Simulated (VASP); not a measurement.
Set up this calculation in VASP 6.6.1, as the native input.

```yaml
Task: single point
Functional: PBE
Potentials_or_basis: VASP PAW PBE potentials, release 64 (Mo_sv)
Cutoff: 400 eV
k_mesh: 8 × 8 × 1
Occupations: methfessel-paxton, width 0.1 eV
Spin: no spin polarisation
Dipole_correction: yes
Further_INCAR_settings: ALGO = Normal; EDIFF = 1e-06; NBANDS = 66; NELMDL = -8
```

The structure of Mo lies in POSCAR:

```
Mo
1.0
    4.2272125885      0.0000000000      0.0000000000
    0.0000000000      4.2272125885      0.0000000000
    0.0000000000      0.0000000000     27.9535351443
Mo
8
Direct
    0.5000000000      0.0000000000      0.5991768845
    1.0000000000      0.5000000000      0.5991768845
    0.5000000000      0.5000000000      0.6534623495
    0.0000000000      0.0000000000      0.6534897215
    0.5000000000      0.0000000000      0.7149388475
    0.0000000000      0.5000000000      0.7149388475
    0.5000000000      0.5000000000      0.7692292062
    0.0000000000      0.0000000000      0.7692713035
```

The input as run:

INCAR

```
PREC     = Accurate       # precision mode
ENCUT    = 400            # plane-wave cutoff, eV
EDIFF    = 1E-6           # SCF threshold, eV
ISMEAR   = 1              # smearing method
SIGMA    = 0.1            # smearing width, eV
LREAL    = F              # projectors in reciprocal space
LASPH    = T              # aspherical terms in the spheres
NELM     = 120            # most SCF steps
ALGO     = Normal         # electronic algorithm
ISIF     = 2              # what is computed and relaxed
LWAVE    = F              # write WAVECAR
LCHARG   = F              # write CHGCAR
LDIPOL   = T            
IDIPOL   = 3            
DIPOL    = 0.5 0.5 0.684
GGA      = PE             # functional
NBANDS   = 66             # bands
GGA_COMPAT= F            
NELMDL   = -8
```

KPOINTS

```
regular mesh
0
Gamma
  8 8 1
```

Potentials or basis: VASP PAW PBE potentials, release 64 (Mo_sv).

Launch:

```bash
$ cat potpaw_PBE.64/Mo_sv/POTCAR > POTCAR
$ mpirun -np 1 vasp_std > vasp.out
```

Results of the run:

```json
{
 "Largest force": "0.051 eV/Å",
 "Band gap on the k mesh": "zero (bands 56 and 57 overlap by 0.52 eV)"
}
```

Wall time 11 min on 1 thread of Oxide Virtual Turin-like Processor, with other jobs on the host, peak memory 0.47 GiB.
